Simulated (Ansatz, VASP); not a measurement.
Given: the input of a run of VASP 6.6.1 on FeNi3.

The input INCAR:

```
PREC = Accurate
ENCUT = 690
EDIFF = 1E-6
ISMEAR = -1
SIGMA = 0.05
LREAL = F
LASPH = T
NELM = 200
ALGO = Normal
ISIF = 2
LWAVE = F
LCHARG = F
ISPIN = 2
MAGMOM = 1 1 1 3
LORBIT = 11
LMAXMIX = 4
GGA = PS
NBANDS = 47
GGA_COMPAT = F
```

Contents of KPOINTS:

```
Automatic mesh
0
Gamma
  8 8 8
```

The input POSCAR:

```
FeNi3
1.0
    3.5450000000      0.0000000000      0.0000000000
    0.0000000000      3.5450000000      0.0000000000
    0.0000000000      0.0000000000      3.5450000000
Ni Fe
3 1
Direct
    0.5000000000      0.5000000000      0.0000000000
    0.5000000000      0.0000000000      0.5000000000
    0.0000000000      0.5000000000      0.5000000000
    0.0000000000      0.0000000000      0.0000000000
```

Potentials or basis: VASP PAW PBE potentials, release 64 (Ni_sv_GW, Fe_sv).

The run is started by

```bash
$ cat potpaw_PBE.64/Ni_sv_GW/POTCAR potpaw_PBE.64/Fe_sv/POTCAR > POTCAR
$ mpirun -np 1 vasp_std > vasp.out
```

Problem. Set up the same calculation for Ansatz 0.2.0. Potentials there: Ansatz PAW.

Solution. As run (the cutoff follows the program's own potentials):

Contents of input.yaml:

```yaml
crystal:
  lattice:
    - [3.545, 0.0, 0.0]
    - [0.0, 3.545, 0.0]
    - [0.0, 0.0, 3.545]
  atoms:
    - { symbol: Ni, position: [0.5, 0.5, 0.0], spin: 1.0 }
    - { symbol: Ni, position: [0.5, 0.0, 0.5], spin: 1.0 }
    - { symbol: Ni, position: [0.0, 0.5, 0.5], spin: 1.0 }
    - { symbol: Fe, position: [0.0, 0.0, 0.0], spin: 3.0 }
hamiltonian:
  xc: pbesol
  pseudopotentials: { kind: paw }
magnetization:
  spin_polarized: true
kpoints:
  mp_grid: { grid: [8, 8, 8] }
scf:
  occupations: { method: fermi_dirac, width: 0.05 }
output:
  forces: true
  stress: true
  eigenvalues: true
```

Potentials or basis: Ansatz PAW.

Launch:

```sh
$ ansatz run input.yaml --threads 1 --pin off --max-ram 3584MiB --backend cpu --events-out ev --progress --plain --runs-dir out
```

Both were run:

|  | VASP | Ansatz | Ansatz less VASP |
| --- | --- | --- | --- |
| gap on the k mesh at the Fermi level (eV) | none | none | - |
| pressure (GPa) | -10.8 | -9.4 | +1.39 |
| net moment per atom (μB) | 1.22 | 1.22 | 0.000 |
| size of the moment on the site where the two differ most (μB) | 2.82 | 2.91 | +0.092 |

VASP's potentials were made for PBE, not for PBEsol. Site moments also hang on the region over which each program counts them. A gap of «none» marks a metal or a gap that the smearing closes. With one functional, cell and mesh, what is left measures potentials, basis and numerics.
